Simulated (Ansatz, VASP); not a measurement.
KSrBr3 in VASP and in Ansatz

```
CELL_PARAMETERS angstrom
6.04382 0.00000 0.00000
0.00000 6.04382 0.00000
0.00000 0.00000 6.04382
ATOMIC_POSITIONS crystal
K 0.00000 0.00000 0.00000
Sr 0.50000 0.50000 0.50000
Br 0.50000 0.50000 0.00000
Br 0.50000 0.00000 0.50000
Br 0.00000 0.50000 0.50000
```

Alike in both runs: task single point; functional PBE; k mesh 4 × 4 × 4; no spin polarisation.

|  | VASP | Ansatz |
| --- | --- | --- |
| version | VASP 6.6.1 | Ansatz 0.2.0 |
| potentials or method | VASP PAW PBE potentials, release 64 (K_sv, Sr_sv, Br) | plane waves, PAW |
| plane-wave cutoff (eV) | 520 | 420 |
| occupations | gaussian, width 0.01 eV | fixed |
| valence electrons in the cell | 40 | 40 |

Ansatz gave:

```
gap on the k mesh at the Fermi level (eV) : 3.68
pressure (GPa)                            : -0.5
```

Question: What did VASP give for the same quantities?

Answer: gap on the k mesh at the Fermi level (eV): 3.68; pressure (GPa): -0.4.
